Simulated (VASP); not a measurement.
# AlRu: single point with PBEsol

Crystal: AlRu.

```
Al Ru
1.0
     3.05146    0.00000    0.00000
     0.00000    3.05146    0.00000
     0.00000    0.00000    3.14121
Al Ru
1 1
Cartesian
  0.0000 0.0000 0.0000
  1.5257 1.5257 1.5706
```

This cell differs from its parent crystal: strained.

```
Program             : VASP 6.6.1
Task                : single point
Functional          : PBEsol
Potentials or basis : VASP PAW PBE potentials, release 64 (Al, Ru_pv)
Cutoff              : 520 eV
k mesh              : 12 × 12 × 12
Occupations         : gaussian, width 0.1 eV
Spin                : no spin polarisation
```

```json
{
 "Pressure": "-18.1 GPa",
 "Band gap on the k mesh": "zero (an odd number of electrons rules out a gap without spin polarisation)"
}
```

Stress tensor (GPa, compression positive):
```
-16.82   0.00   0.00
  0.00 -16.82   0.00
  0.00   0.00 -20.75
```

Levels at points of the mesh, in eV from the Fermi level:
```
           k point  band 6  band 7  band 8  band 9  band 10  band 11  band 12  band 13
(0.00, 0.00, 0.00)   -3.13    0.11    0.11    0.27     5.12     5.94     5.94    10.44
(0.50, 0.00, 0.00)   -2.40   -1.62   -1.32    0.35     2.13     7.46    10.07    10.80
(0.50, 0.50, 0.00)   -1.19   -1.19   -1.16   -1.16     1.44     4.97     5.51     9.52
(0.00, 0.00, 0.50)   -2.50   -1.31   -1.31    0.46     1.68     7.51    10.78    10.78
(0.50, 0.00, 0.50)   -1.43   -1.24   -0.96   -0.89     1.26     4.62     5.36    10.12
(0.50, 0.50, 0.50)   -4.14    1.31    1.51    2.08     3.81     3.97     3.97     7.65
```

It took 29 s on 1 thread of AMD EPYC 9R45 (Zen 5), on a shared host, peak memory 0.18 GiB.

Caveat: the cell differs from its parent crystal (strained); the cell stands under tension; the PAW data sets were made with another functional, which shifts forces and pressure a little.
